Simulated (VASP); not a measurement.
# Sn3Se (I4mm) in VASP: a series of runs

Sn3Se is run at these levels: PBEsol; tasks: single point.

Everything below comes from runs of VASP 6.6.1. Logs are shortened: lines on timing, memory, paths and dates and some standing lists are left out, and cuts for length are marked.

## Step 1: The cell of the first run

It takes space group I4mm (No. 107, tetragonal). The conventional cell has a = 5.173 Å, b = 5.173 Å, c = 7.316 Å, α = 90.00°, β = 90.00°, γ = 90.00°. Sn (site symmetry 2mm) has 4 Se at 2.93 to 3.45 Å and 10 Sn at 3.17 to 3.66 Å within 3.9 Å. Within 4.2 Å of Sn (site symmetry 4mm) lie 8 Sn at 3.17 Å and 6 Se at 3.21 to 4.11 Å. Se (site symmetry 4mm) has 13 Sn at 2.93 to 3.69 Å within 3.9 Å.

## Step 2: Single point, PBEsol (atom 4 (Se) moved -0.450 Å along Cartesian [1 0 0])

Input file INCAR:

```
SYSTEM = Sn3Se
PREC     = Accurate       ! precision mode
ENCUT    = 520            ! plane-wave cutoff, eV
EDIFF    = 1E-6           ! SCF threshold, eV
ISMEAR   = 0              ! smearing method
SIGMA    = 0.15           ! smearing width, eV
LREAL    = .False.        ! projectors in reciprocal space
LASPH    = .True.         ! aspherical terms in the spheres
NELM     = 80             ! most SCF steps
ALGO     = Normal         ! electronic algorithm
ISIF     = 2              ! what is computed and relaxed
LWAVE    = .False.        ! write WAVECAR
LCHARG   = .False.        ! write CHGCAR
GGA      = PS             ! functional
NBANDS   = 32             ! bands
```

Input file KPOINTS:

```
regular mesh
0
Gamma
  12 12 12
  0 0 0
```

Input file POSCAR:

```
Sn3Se
1.0
    0.0000000000      3.6581854746      3.6581854746
    3.6581854746      0.0000000000      3.6581854746
    3.6581854746      3.6581854746      0.0000000000
Sn Se
3 1
Direct
    0.2500000000      0.2500000000      0.2500000000
    0.7500000000      0.7500000000      0.7500000000
    0.5000000000      0.5000000000      0.5000000000
    0.0615059027     -0.0615059027     -0.0615059027
```

Potentials or basis: VASP PAW PBE potentials, release 64 (Sn_d, Se).

On the command line:

```console
> cat potpaw_PBE.64/Sn_d/POTCAR potpaw_PBE.64/Se/POTCAR > POTCAR
> mpirun -np 1 vasp_std > vasp.out
```

OUTCAR:

```text
SYSTEM = Sn3Se
   PREC = Accurate
   ENCUT = 520
   EDIFF = 1E-6
   ISMEAR = 0
   LREAL = .False.
   LASPH = .True.
   NELM = 80
   ISIF = 2
   GGA = PS

 ion  position               nearest neighbor table
   1  0.250  0.250  0.250-   4 2.93   4 2.93   3 3.17   3 3.17   3 3.17   3 3.17   2 3.66   2 3.66
                             2 3.66   2 3.66   2 3.66   2 3.66
   2  0.750  0.750  0.750-   4 2.93   4 2.93   3 3.17   3 3.17   3 3.17   3 3.17   1 3.66   1 3.66
                             1 3.66   1 3.66   1 3.66   1 3.66
   3  0.500  0.500  0.500-   1 3.17   1 3.17   1 3.17   1 3.17   2 3.17   2 3.17   2 3.17   2 3.17
                             4 3.21
   4  0.062  0.938  0.938-   2 2.93   2 2.93   1 2.93   1 2.93   3 3.21

  LATTYP: Found a face centered cubic cell.
 ALAT       =     7.3163709492

  Lattice vectors:

 A1 = (   0.0000000000,   3.6581854746,   3.6581854746)
 A2 = (   3.6581854746,   0.0000000000,   3.6581854746)
 A3 = (   3.6581854746,   3.6581854746,   0.0000000000)

Analysis of symmetry for initial positions (statically):
=====================================================================
 Subroutine PRICEL returns:
 Original cell was already a primitive cell.

 Routine SETGRP: Setting up the symmetry group for a
 face centered cubic supercell.

 Subroutine GETGRP returns: Found  8 space group operations
 (whereof  8 operations were pure point group operations)
 out of a pool of 48 trial point group operations.

The static configuration has the point symmetry C_4v.

Analysis of symmetry for dynamics (positions and initial velocities):
=====================================================================
 Subroutine PRICEL returns:
 Original cell was already a primitive cell.

 Routine SETGRP: Setting up the symmetry group for a
 face centered cubic supercell.

 Subroutine GETGRP returns: Found  8 space group operations
 (whereof  8 operations were pure point group operations)
 out of a pool of 48 trial point group operations.

The dynamic configuration has the point symmetry C_4v.

 Subroutine INISYM returns: Found  8 space group operations
 (whereof  8 operations are pure point group operations),
 and found     1 'primitive' translations

----------------------------------------------------------------------------------------

                                     Primitive cell

  volume of cell :      97.9100

  direct lattice vectors                    reciprocal lattice vectors
     0.000000000  3.658185475  3.658185475    -0.136679784  0.136679784  0.136679784
     3.658185475  0.000000000  3.658185475     0.136679784 -0.136679784  0.136679784
     3.658185475  3.658185475  0.000000000     0.136679784  0.136679784 -0.136679784

  length of vectors
     5.173455512  5.173455512  5.173455512     0.236736330  0.236736330  0.236736330

  position of ions in fractional coordinates (direct lattice)
     0.250000000  0.250000000  0.250000000
     0.750000000  0.750000000  0.750000000
     0.500000000  0.500000000  0.500000000
     0.061505903  0.938494097  0.938494097

  ion indices of the primitive-cell ions
   primitive index   ion index
                 1           1
                 2           2
                 3           3
                 4           4

----------------------------------------------------------------------------------------

 KPOINTS: regular mesh

Automatic generation of k-mesh.
 Grid dimensions read from file:
 generate k-points for:   12   12   12

 Generating k-lattice:

  Cartesian coordinates                     Fractional coordinates (reciprocal lattice)
    -0.011389982  0.011389982  0.011389982     0.083333333  0.000000000  0.000000000
     0.011389982 -0.011389982  0.011389982     0.000000000  0.083333333  0.000000000
     0.011389982  0.011389982 -0.011389982     0.000000000  0.000000000  0.083333333

  Length of vectors
     0.019728028  0.019728028  0.019728028

  Shift w.r.t. Gamma in fractional coordinates (k-lattice)
     0.000000000  0.000000000  0.000000000

 Subroutine IBZKPT returns following result:
 ===========================================

 Found    163 irreducible k-points:

 Following reciprocal coordinates:
            Coordinates               Weight
  0.000000  0.000000  0.000000      1.000000
  0.083333  0.000000  0.000000      8.000000
  0.166667  0.000000  0.000000      8.000000
  0.250000  0.000000  0.000000      8.000000
  0.333333  0.000000  0.000000      8.000000
  0.416667  0.000000  0.000000      8.000000
[... 16 lines left out ...]
  0.000000 -0.333333  0.083333      8.000000
 -0.250000  0.083333  0.000000     16.000000
 [... further k-points ...]
   k-points           NKPTS =    163   k-points in BZ     NKDIM =    163   number of bands    NBANDS=     32
   number of dos      NEDOS =    301   number of ions     NIONS =      4
   total plane-waves  NPLWV =  64000
   dimension x,y,z NGX =    40 NGY =   40 NGZ =   40
   dimension x,y,z NGXF=    80 NGYF=   80 NGZF=   80
   ions per type =               3   1
   NGX,Y,Z   is equivalent  to a cutoff of  12.85, 12.85, 12.85 a.u.
   NGXF,Y,Z  is equivalent  to a cutoff of  25.71, 25.71, 25.71 a.u.
 SYSTEM =  Sn3Se
   PREC   = accura    normal or accurate (medium, high low for compatibility)
   ISTART =      0    job   : 0-new  1-cont  2-samecut
   ICHARG =      2    charge: 1-file 2-atom 10-const
   ISPIN  =      1    spin polarized calculation?
   LNONCOLLINEAR =      F non collinear calculations
   LSORBIT =      F    spin-orbit coupling
   LASPH  =      T    aspherical Exc in radial PAW
   ENCUT  =  520.0 eV  38.22 Ry    6.18 a.u.   9.62  9.62  9.62*2*pi/ulx,y,z
   NELM   =     80;   NELMIN=  2; NELMDL= -5     # of ELM steps
   EDIFF  = 0.1E-05   stopping-criterion for ELM
   LREAL  =      F    real-space projection
   EDIFFG = 0.1E-04   stopping-criterion for IOM
   NSW    =      0    number of steps for IOM
   IBRION =     -1    ionic relax: 0-MD 1-quasi-New 2-CG
   NFREE  =      0    steps in history (QN), initial steepest desc. (CG)
   ISIF   =      2    stress and relaxation
   ISYM   =      2    0-nonsym 1-usesym 2-fastsym
   POTIM  = 0.5000    time-step for ionic-motion
   TEBEG  =    0.0;   TEEND  =   0.0 temperature during run
   PSTRESS=    0.0 pullay stress
   NELECT =      48.0000    total number of electrons
   NUPDOWN=      -1.0000    fix difference up-down
   EMIN   =  10.00;   EMAX   =-10.00  energy-range for DOS
   EFERMI =   0.00;   METHOD = LEGACY
   ISMEAR =     0;   SIGMA  =   0.15  broadening in eV -4-tet -1-fermi 0-gaus
   EFERMI_NEDOS =   21; number of points for ismear=-14 and -15
   IALGO  =     38    algorithm
   IMIX   =      4    mixing-type and parameters
     AMIX     =   0.40;   BMIX     =  1.00
     AMIX_MAG =   1.60;   BMIX_MAG =  1.00
  volume/ion in A,a.u.               =      24.48       165.18
  Fermi-wavevector in a.u.,A,eV,Ry     =   1.290861  2.439374 22.671693  1.666322
  Thomas-Fermi vector in A             =   2.422667
   LORBIT       =      0    0 simple, 1 ext, 2 COOP (PROOUT), +10 PAW based schemes
   GGA     = PS    functional components
   LHFCALC =     F    Hartree Fock is set to
   AEXX    =    0.0000 exact exchange contribution
   IVDW    =     0    specifies the selected vdW correction
   LEPSILON=     F    determine dielectric tensor
   LRPA    =     F    only Hartree local field effects (RPA)
 non-spin polarized calculation
 Gauss-broadening in eV      SIGMA  =   0.15
  energy-cutoff  :      520.00
  volume of cell :       97.91
 maximum number of plane-waves:      2685
   NGX = 19   NGY = 19   NGZ = 19

 number of electron      47.9999980 magnetization

 Free energy of the ion-electron system (eV)
  ---------------------------------------------------
  ext. energy  EPLUGINS =         0.00000000
  ---------------------------------------------------
  free energy    TOTEN  =       -16.57628061 eV

  energy without entropy =      -16.54949400  energy(sigma->0) =      -16.56288731

 E-fermi :   7.8150     XC(G=0): -10.6948

 val. band max:        7.8013117935   @ k =   0.0000  -0.4167   0.4167
 cond. band min:       7.8174557869   @ k =   0.0000   0.5000   0.4167
 fundamental gap:      0.0161439934
 Fermi energy:         7.8150293246

 k-point     1 :       0.0000    0.0000    0.0000
  band No.  band energies     occupation
      1     -13.6755      2.00000
      2     -13.6732      2.00000
      3     -13.6345      2.00000
      4     -13.6345      2.00000
      5     -13.6319      2.00000
      6     -13.6311      2.00000
[... 24 lines left out ...]
     31      14.9865      0.00000
     32      14.9866      0.00000

 k-point     2 :       0.0833    0.0000    0.0000
  band No.  band energies     occupation
      1     -13.6736      2.00000
      2     -13.6706      2.00000
      3     -13.6443      2.00000
      4     -13.6383      2.00000
      5     -13.6369      2.00000
      6     -13.6234      2.00000
[... 24 lines left out ...]
     31      14.5517      0.00000
     32      14.8983      0.00000

 k-point     3 :       0.1667    0.0000    0.0000
  band No.  band energies     occupation
      1     -13.6696      2.00000
      2     -13.6631      2.00000
      3     -13.6505      2.00000
      4     -13.6456      2.00000
      5     -13.6441      2.00000
      6     -13.6162      2.00000
[... 24 lines left out ...]
     31      13.5184      0.00000
     32      14.5953      0.00000

 k-point     4 :       0.2500    0.0000    0.0000
  band No.  band energies     occupation
      1     -13.6673      2.00000
      2     -13.6542      2.00000
      3     -13.6518      2.00000
      4     -13.6502      2.00000
      5     -13.6439      2.00000
      6     -13.6105      2.00000
[... 654 lines left out ...]
     31      12.9899      0.00000
     32      14.8816      0.00000

 k-point    23 :       0.0000   -0.3333    0.0833
  band No.  band energies     occupation
      1     -13.6680      2.00000
      2     -13.6585      2.00000
      3     -13.6534      2.00000
      4     -13.6308      2.00000
      5     -13.6236      2.00000
      6     -13.6056      2.00000
[... 24 lines left out ...]
     31      13.1103      0.00000
     32      15.0717      0.00000

 k-point    24 :      -0.2500    0.0833    0.0000
  band No.  band energies     occupation
      1     -13.6711      2.00000
      2     -13.6545      2.00000
      3     -13.6493      2.00000
      4     -13.6470      2.00000
      5     -13.6372      2.00000
      6     -13.6145      2.00000
[... 24 lines left out ...]
     31      13.4560      0.00000
     32      13.9750      0.00000

 [... further k-points ...]

------------------------ aborting loop because EDIFF is reached ----------------------------------------

  FORCE on cell =-STRESS in cart. coord.  units (eV):
  Direction    XX          YY          ZZ          XY          YZ          ZX
  --------------------------------------------------------------------------------------
  -------------------------------------------------------------------------------------
  Total        0.7693104      1.3622282      1.3622282      0.0000000      0.0000000      0.0000000
  in kB       12.5888202     22.2911915     22.2911915      0.0000000      0.0000000      0.0000000
  external PRESSURE =      19.0570677 kB  Pullay stress =       0.0000000 kB

 VOLUME and BASIS-vectors are now :
 -----------------------------------------------------------------------------
  energy-cutoff  :      520.00
  volume of cell :       97.91
      direct lattice vectors                 reciprocal lattice vectors
     0.000000000  3.658185475  3.658185475    -0.136679784  0.136679784  0.136679784
     3.658185475  0.000000000  3.658185475     0.136679784 -0.136679784  0.136679784
     3.658185475  3.658185475  0.000000000     0.136679784  0.136679784 -0.136679784

 POSITION                                       TOTAL-FORCE (eV/Angst)
 -----------------------------------------------------------------------------------
      1.82909      1.82909      1.82909         0.002382      0.000000      0.000000
      5.48728      5.48728      5.48728         0.002382      0.000000      0.000000
      3.65819      3.65819      3.65819        -0.562578      0.000000      0.000000
      6.86637      3.65819      3.65819         0.557813      0.000000      0.000000
 -----------------------------------------------------------------------------------
    total drift:                                0.000117     -0.000000     -0.000000

  FREE ENERGIE OF THE ION-ELECTRON SYSTEM (eV)
  ---------------------------------------------------
  free  energy   TOTEN  =       -16.5762806091 eV

  energy  without entropy=      -16.5494940036  energy(sigma->0) =      -16.56288731
```

Wall time 3.4 min (1 thread of Intel Xeon 6975P-C (Granite Rapids), shared host); peak memory 0.54 GiB.

What came out:

```
Free energy            : -16.5763 eV
Pressure               : 1.9 GPa
Largest force          : 0.563 eV/Å
Band gap on the k mesh : zero (bands 24 and 25 overlap by 1.99 eV)
```

Forces in eV/Å, atoms in the order of the input:
```
Sn   0.002  0.000  0.000
Sn   0.002  0.000  0.000
Sn  -0.563  0.000  0.000
Se   0.558  0.000  0.000
```

Caveat: the cell differs from its parent crystal (atom 4 (Se) moved -0.450 Å along Cartesian [1 0 0]); the PAW data sets were made with another functional, which shifts forces and pressure a little; spin-orbit coupling is left out, which moves the levels of the heavy elements.

## Step 3: Single point, PBEsol (atom 4 (Se) moved +0.338 Å along Cartesian [1 0 0])

Input file INCAR:

```
ALGO = Normal
EDIFF = 1E-7
ENCUT = 520
GGA = PS
ISIF = 2
ISMEAR = 0
LASPH = T
LCHARG = T
LELF = T
LREAL = F
LVHAR = T
LWAVE = F
NBANDS = 32
NELM = 60
PREC = Accurate
SIGMA = 0.15
```

Input file KPOINTS:

```
k-points
0
Gamma
  12 12 12
```

Edit POSCAR of step 2 so:

```diff
@@ -11,2 +11,2 @@
     0.5000000000      0.5000000000      0.5000000000
-    0.0615059027     -0.0615059027     -0.0615059027
+   -0.0461294271      0.0461294271      0.0461294271
```

Potentials or basis: VASP PAW PBE potentials, release 64 (Sn_d, Se).

On the command line:

```console
> cat potpaw_PBE.64/Sn_d/POTCAR potpaw_PBE.64/Se/POTCAR > POTCAR
> mpirun -np 1 vasp_std > vasp.out
```

It took 3.5 min on 1 thread of Intel Xeon 6975P-C (Granite Rapids), shared host; peak memory 0.55 GiB.

Results (log left out):

```
Free energy            : -16.6296 eV
Pressure               : 1.1 GPa
Largest force          : 0.426 eV/Å
Band gap on the k mesh : zero (bands 24 and 25 overlap by 2.12 eV)
```

Forces in eV/Å, atoms in the order of the input:
```
Sn  -0.016  0.000  0.000
Sn  -0.016  0.000  0.000
Sn   0.426  0.000  0.000
Se  -0.394  0.000  0.000
```

Stress tensor (GPa, compression positive):
```
0.72 0.00 0.00
0.00 1.29 0.00
0.00 0.00 1.29
```

Levels at points of the mesh, in eV from the Fermi level:
```
           k point  band 22  band 23  band 24  band 25  band 26  band 27
(0.00, 0.00, 0.00)    -2.59    -1.43    -1.23    -1.23    -0.59    -0.57
(0.50, 0.00, 0.00)    -2.26    -2.18    -0.84     0.55     2.15     2.22
(0.50, 0.50, 0.00)    -0.32     0.45     0.47     1.28     2.78     3.02
(0.00, 0.50, 0.50)    -0.26     0.40     0.40     1.14     3.01     3.01
```

Caveat: the cell differs from its parent crystal (atom 4 (Se) moved +0.338 Å along Cartesian [1 0 0]); the PAW data sets were made with another functional, which shifts forces and pressure a little; spin-orbit coupling is left out, which moves the levels of the heavy elements.

(Continued in part 2 of 2.)
